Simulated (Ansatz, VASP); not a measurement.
Two plane-wave programs on BaTiO3

```xyz
5
Lattice="3.9941 0.0000 0.0000 0.0000 3.9941 0.0000 0.0000 0.0000 3.9941" Properties=species:S:1:pos:R:3 pbc="T T T"
Ba    0.0000    0.0000    0.0000
Ti    1.9970    1.9970    1.9970
O     1.9970    1.9970    0.0000
O     1.9970    0.0000    1.9970
O     0.0000    1.9970    1.9970
```

Alike in both runs: task single point; functional PBE; k mesh 6 × 6 × 6; occupations fermi-dirac, width 0.02 eV; no spin polarisation.

```csv
,VASP,Ansatz
version,VASP 6.6.1,Ansatz 0.2.0
potentials or method,"VASP PAW PBE potentials, release 64 (Ba_sv, Ti_sv, O)","plane waves, PAW"
plane-wave cutoff (eV),520,420
valence electrons in the cell,40,40
```

```csv
,VASP,Ansatz,Ansatz less VASP
gap on the k mesh at the Fermi level (eV),1.76,1.82,+0.066
pressure (GPa),5.0,3.2,-1.83
```

Neither program's run includes spin-orbit coupling.
